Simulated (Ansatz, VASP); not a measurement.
**Two plane-wave programs on InSb**

```xyz
2
Lattice="0.0000 2.7188 2.7188 2.7188 0.0000 2.7188 2.7188 2.7188 0.0000" Properties=species:S:1:pos:R:3 pbc="T T T"
In    0.0000    0.0000    0.0000
Sb    1.3594    1.3594    1.3594
```

Change from the starting cell: volume scaled by 0.55, PAW files.

Alike in both runs: task single point; functional PBE; k mesh 11 × 11 × 11; occupations fermi-dirac, width 0.1 eV; no spin polarisation.

|  | VASP | Ansatz |
| --- | --- | --- |
| version | VASP 6.6.1 | Ansatz 0.2.0 |
| potentials or method | VASP PAW PBE potentials, release 64 (In_d, Sb) | PAW with Ansatz's default frozen-core files, scalar-relativistic |
| plane-wave cutoff (eV) | 520 | 420 |
| valence electrons in the cell | 18 | 28 |

Ansatz gave:

| Item | Value |
| --- | --- |
| pressure (GPa) | 90.2 |

Task: Which values does VASP return?

Result: Pressure (GPa): 89.7.

Both programs put the cell under a high pressure, so it lies far from rest at this level. With one functional, cell and mesh, what is left measures potentials, basis and numerics. VASP's potentials hold 18 valence electrons a cell and Ansatz's 28, so a difference there can come from the potentials and not from the codes.

Spin-orbit coupling is off throughout. Noted on VASP's run: the cell as given lies far from equilibrium.
